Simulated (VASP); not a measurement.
A run of VASP 6.6.1 is set up as follows.

INCAR

```
SYSTEM = InGa15As16
ALGO = Normal
EDIFF = 1E-6
ENCUT = 520
GGA = PE
ISIF = 2
ISMEAR = 0
LASPH = .True.
LCHARG = .False.
LREAL = Auto
LWAVE = .False.
NBANDS = 166
NELM = 100
PREC = Accurate
SIGMA = 0.05
```

The input KPOINTS:

```
k-points
0
Gamma
  3 3 3
  0 0 0
```

File POSCAR:

```
InGa15As16
1.0
   -5.7459815546     -5.7459815546      5.7459815546
    5.7459815546      5.7459815546      5.7459815546
   -5.7459815546      5.7459815546     -5.7459815546
In Ga As
1 15 16
Direct
    0.2500000000      0.5000000000      0.2500000000
    0.5024039538      0.5000000000     -0.0016794555
    0.2500000000      0.7524039538     -0.0016794555
    0.7500000000      0.5000000000      0.7500000000
    0.5016794555      0.7516794555      0.7540834093
    0.2500000000      0.0000000000      0.7500000000
   -0.0016794555      0.5000000000      0.5024039538
    0.7540834093      0.7516794555      0.5016794555
    0.5016794555      0.0040834093      0.5016794555
    0.2500000000      0.2483205445      0.5024039538
   -0.0016794555      0.7524039538      0.2500000000
    0.7500000000      0.0000000000      0.2500000000
    0.5024039538      0.2483205445      0.2500000000
   -0.0024039538     -0.0040834093     -0.0024039538
    0.7459165907      0.2475960462     -0.0024039538
   -0.0024039538      0.2475960462      0.7459165907
   -0.0133169499      0.2366830501     -0.0133169499
    0.2500000000      0.2492489860      0.7514588586
   -0.0007510140      0.5000000000      0.7514588586
    0.5007510140      0.2522098726      0.5007510140
    0.2500000000      0.5000000000      0.5133169499
    0.0022098726      0.7507510140      0.5007510140
    0.7514588586      0.2492489860      0.2500000000
    0.5133169499      0.5000000000      0.2500000000
    0.2500000000      0.7633169499      0.2500000000
   -0.0007510140      0.0014588586      0.2500000000
    0.7514588586      0.5000000000     -0.0007510140
    0.5007510140      0.7507510140      0.0022098726
    0.2500000000      0.0014588586     -0.0007510140
    0.7485411414      0.7477901274      0.7485411414
    0.4977901274     -0.0014588586      0.7485411414
    0.7485411414     -0.0014588586      0.4977901274
```

Potentials or basis: VASP PAW PBE potentials, release 64 (In_d, Ga_d, As).

Command:

```console
$ cat potpaw_PBE.64/In_d/POTCAR potpaw_PBE.64/Ga_d/POTCAR potpaw_PBE.64/As/POTCAR > POTCAR
$ mpirun -np 1 vasp_std > vasp.out
```

Task: What does it give for the band gap on the k mesh?

Result: 0.19 eV.

Task: Predict the largest force.

Result: 0.018 eV/Å.

Forces on the atoms (eV/Å):
```
In   0.000  0.000  0.000
Ga  -0.003  0.002 -0.002
Ga  -0.002  0.003 -0.002
Ga   0.000  0.000  0.000
Ga   0.002 -0.002 -0.003
Ga   0.000  0.000  0.000
Ga  -0.003 -0.002  0.002
Ga   0.002 -0.003 -0.002
Ga   0.003 -0.002 -0.002
Ga   0.002  0.003  0.002
Ga  -0.002 -0.002  0.003
Ga   0.000  0.000  0.000
Ga   0.002  0.002  0.003
Ga   0.003  0.002  0.002
Ga  -0.002 -0.003  0.002
Ga  -0.002  0.002 -0.003
As   0.001 -0.001 -0.001
As  -0.013  0.002 -0.013
As  -0.002  0.013 -0.013
As   0.002  0.013  0.013
As  -0.001  0.001 -0.001
As  -0.013 -0.002  0.013
As  -0.013 -0.013  0.002
As  -0.001 -0.001  0.001
As   0.001  0.001  0.001
As   0.013  0.013  0.002
As  -0.002 -0.013  0.013
As  -0.013  0.013 -0.002
As   0.013  0.002  0.013
As   0.002 -0.013 -0.013
As   0.013 -0.002 -0.013
As   0.013 -0.013 -0.002
```

Caveat: spin-orbit coupling is left out, which moves the levels of the heavy elements.
